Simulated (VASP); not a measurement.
**Na: single point with LDA**

Crystal: Na.

```
Na
1.0
    -2.02046    1.88064    2.66919
     1.88064   -2.02046    2.66919
     1.92089    1.92089   -2.76875
Na
1
Direct
  0.00000 0.00000 0.00000
```

```
Program                : VASP 6.6.1
Task                   : single point
Functional             : LDA
Potentials or basis    : VASP PAW LDA potentials, release 64 (Na_pv)
Cutoff                 : 520 eV
k mesh                 : 18 × 18 × 18
Occupations            : gaussian, width 0.15 eV
Spin                   : no spin polarisation
Dipole correction      : no
Further INCAR settings : ALGO = Fast; EDIFF = 1e-06; NBANDS = 10
```

```
Pressure               : -1.1 GPa
Band gap on the k mesh : zero (an odd number of electrons rules out a gap without spin polarisation)
```

Stress tensor (GPa, compression positive):
```
-1.11  0.09  0.31
 0.09 -1.11  0.31
 0.31  0.31 -1.03
```

Levels at points of the mesh, in eV from the Fermi level:
```
           k point  band 1  band 2  band 3  band 4  band 5  band 6  band 7  band 8
(0.00, 0.00, 0.00)  -24.98  -24.98  -24.98   -3.21   10.16   10.63   11.38   11.39
(0.50, 0.00, 0.00)  -25.02  -24.99  -24.99    0.74    1.11    9.53    9.77   10.24
(0.50, 0.50, 0.00)  -25.01  -24.99  -24.99    1.45    1.96    6.25    6.41    8.05
(0.00, 0.00, 0.50)  -25.02  -25.00  -24.99    1.98    2.51    6.00    6.63    6.68
(0.50, 0.00, 0.50)  -25.01  -24.99  -24.99    0.42    0.65    9.48   10.05   10.86
(0.50, 0.50, 0.50)  -25.02  -24.99  -24.99    1.78    2.31    6.17    6.83    6.90
```

Wall time 9.2 min on 1 thread of Intel Xeon 8259CL, on a shared host, peak memory 0.54 GiB.
